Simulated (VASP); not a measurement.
## Si: single point with PBE

Si:

```
CELL_PARAMETERS angstrom
0.00000 2.71547 2.68832
2.71547 0.00000 2.68832
2.71547 2.71547 0.00000
ATOMIC_POSITIONS crystal
Si 0.50000 0.50000 0.50000
Si 0.75000 0.75000 0.75000
```

This cell differs from its parent crystal: zz strain of -1 %.

```
Program             : VASP 6.6.1
Task                : single point
Functional          : PBE
Potentials or basis : VASP PAW PBE potentials, release 64 (Si)
Cutoff              : 520 eV
k mesh              : 11 × 11 × 11
Occupations         : fermi-dirac, width 0.08 eV
Spin                : no spin polarisation
```

* Pressure: 2.9 GPa
* Band gap on the k mesh: 0.47 eV, indirect (least direct gap 2.50 eV)

Stress tensor (GPa, compression positive):
```
2.60 0.00 0.00
0.00 2.60 0.00
0.00 0.00 3.55
```

Levels at points of the mesh, in eV from the valence-band top:
```csv
k point,band 2,band 3,band 4,band 5,band 6,band 7
"(0.00, 0.00, 0.00)",-0.07,-0.07,0.00,2.50,2.54,2.54
```

Wall time 24 s on 1 thread of Intel Xeon 6975P-C (shared host), peak memory 0.18 GiB.

Caveat: the cell differs from its parent crystal (zz strain of -1 %). A k mesh can miss the band edges.
